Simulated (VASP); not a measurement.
Runs of VASP 6.6.1 on AlN. The structure is that of space group Fm-3m (No. 225), or close to it. The cells are those of the table. 

```tsv
level	cell	gap on the mesh (eV)	pressure (GPa)
revPBE	a = 2.872 Å, angles 60.0°, 2 atoms	4.57	4.6
PBEsol+D3(BJ)	a = 2.821 Å, angles 60.0°, 2 atoms	(a)	5.7
PBEsol+D3(BJ)	a = 2.840 Å, angles 60.0°, 2 atoms	4.75	(b)
PBEsol+D3(BJ)	a = 2.802 Å, angles 60.0°, 2 atoms	5.02	12.1
r2SCAN+D4	a = 2.828 Å, angles 60.0°, 2 atoms	5.82	5.1
```

Alike in all rows: task single point; potentials or basis VASP PAW PBE potentials, release 64 (Al, N); no spin polarisation; k mesh 10 × 10 × 10; cutoff (eV) 520; smearing gaussian 0.05 eV.

**Question.** Estimate the missing entries.

**Answer.** (a) 4.94; (b) 0.1.

Caveats: the PAW data sets were made with another functional, which shifts forces and pressure a little.

A k mesh can miss the band edges.
